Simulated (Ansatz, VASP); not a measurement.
SnO: VASP beside Ansatz

INCAR

```
SYSTEM = SnO
PREC = Accurate
ENCUT = 520
EDIFF = 1E-7
ISMEAR = 0
SIGMA = 0.02
LREAL = .False.
LASPH = .True.
NELM = 80
ALGO = Normal
ISIF = 2
LWAVE = .False.
LCHARG = .False.
LDIPOL = .True.
IDIPOL = 3
DIPOL = 0.5 0.5 0.500
GGA = PE
IVDW = 12
IBRION = 2
NSW = 60
EDIFFG = -0.01
```

KPOINTS

```
regular mesh
0
Gamma
  6 6 1
  0 0 0
```

Contents of POSCAR:

```
SnO
1.0
    3.6677380343      0.0000000000      0.0000000000
    0.0000000000      3.6677380343      0.0000000000
    0.0000000000      0.0000000000     30.6334027017
Sn O
2 2
Direct
    0.5000000000      0.0000000000      0.4614138404
    0.0000000000      0.5000000000      0.5385861596
    0.0000000000      0.0000000000      0.5000000000
    0.5000000000      0.5000000000      0.5000000000
```

Input for Ansatz:

```yaml
crystal:
  lattice:
    - [3.6677380343, 0.0, 0.0]
    - [0.0, 3.6677380343, 0.0]
    - [0.0, 0.0, 30.6334027017]
  atoms:
    - { symbol: Sn, position: [0.5, 0.0, 0.4614138404] }
    - { symbol: O, position: [0.0, 0.0, 0.5] }
    - { symbol: O, position: [0.5, 0.5, 0.5] }
    - { symbol: Sn, position: [0.0, 0.5, 0.5385861596] }
  periodic: [true, true, false]
basis:
  ecutwfc: 420
kpoints:
  mp_grid: { grid: [6, 6, 1] }
  band_path:
    path:
      - [0, 0, 0]
      - [0.5, 0, 0]
      - [0.5, 0.5, 0]
      - [0, 0.5, 0]
      - [0, 0, 0]
      - [0.5, 0.5, 0]
    npoints: 8
hamiltonian:
  xc: pbe
  dispersion: d3bj
scf:
  occupations: { method: gaussian, width: 0.02 }
output:
  forces: true
  stress: true
  eigenvalues: true
  write_density: true
  write_potential: true
  elf: true
  volumetric_format: npy
relax:
  adjacent_minimum: "off"
  f_tol: 0.01
  max_steps: 40
```

Change from the starting cell: biaxial strain -0.040, atoms relaxed.

Alike in both runs: task relaxation of the atoms; functional PBE; dispersion D3(BJ); k mesh 6 × 6 × 1; occupations gaussian, width 0.02 eV; no spin polarisation.

```csv
,VASP,Ansatz
version,VASP 6.6.1,Ansatz 0.2.0
potentials or method,"VASP PAW PBE potentials, release 64 (Sn_d, O), cutoff 520 eV","scalar-relativistic, plane waves, PAW"
valence electrons in the cell,40,40
```

|  | VASP | Ansatz | Ansatz less VASP |
| --- | --- | --- | --- |
| gap on the k mesh at the Fermi level, each at its own relaxed structure (eV) | 3.14 | 3.15 | +0.016 |

Ansatz's warnings: stress scf threshold loose, xc potential rough in thin density.
